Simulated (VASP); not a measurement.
Set up this calculation in VASP 6.6.1, as the native input.

| Quantity | Value |
| --- | --- |
| Task | single point |
| Functional | PBE |
| Potentials or basis | VASP PAW PBE potentials, release 64 (Ta_pv, N) |
| Cutoff | 520 eV |
| k mesh | 16 × 16 × 14 |
| Occupations | fermi-dirac, width 0.08 eV |
| Spin | no spin polarisation |
| Dipole correction | no |
| Further INCAR settings | ALGO = Normal; EDIFF = 1e-07; NBANDS = 15 |

The structure of TaN (WC type) lies in POSCAR:

```
TaN
1.0
    2.8766795903      0.0000000000      0.0000000000
   -1.4383397951      2.4912776038      0.0000000000
    0.0000000000      0.0000000000      2.8380098351
Ta N
1 1
Direct
    0.0000000000      0.0000000000      0.0000000000
    0.3333333333      0.6666666667      0.5000000000
```

These files were run (other wordings do the same):

INCAR

```
PREC = Accurate
ENCUT = 520
EDIFF = 1E-7
ISMEAR = -1
SIGMA = 0.08
LREAL = F
LASPH = T
NELM = 60
ALGO = Normal
ISIF = 2
LWAVE = F
LCHARG = T
GGA = PE
LELF = T
LVHAR = T
NBANDS = 15
```

KPOINTS

```
regular mesh
0
Gamma
  16 16 14
```

Potentials or basis: VASP PAW PBE potentials, release 64 (Ta_pv, N).

Launch:

```bash
$ cat potpaw_PBE.64/Ta_pv/POTCAR potpaw_PBE.64/N/POTCAR > POTCAR
$ mpirun -np 1 vasp_std > vasp.out
```

It gave:

| Quantity | Value |
| --- | --- |
| Pressure | 29.0 GPa |
| Band gap on the k mesh | zero (bands 8 and 9 overlap by 0.30 eV) |

Caveat: the cell stands under pressure; spin-orbit coupling is left out, which moves the levels of the heavy elements.

Run time: 56 s on 1 thread of Intel Xeon 8259CL, on a shared host, peak memory 0.2 GiB.
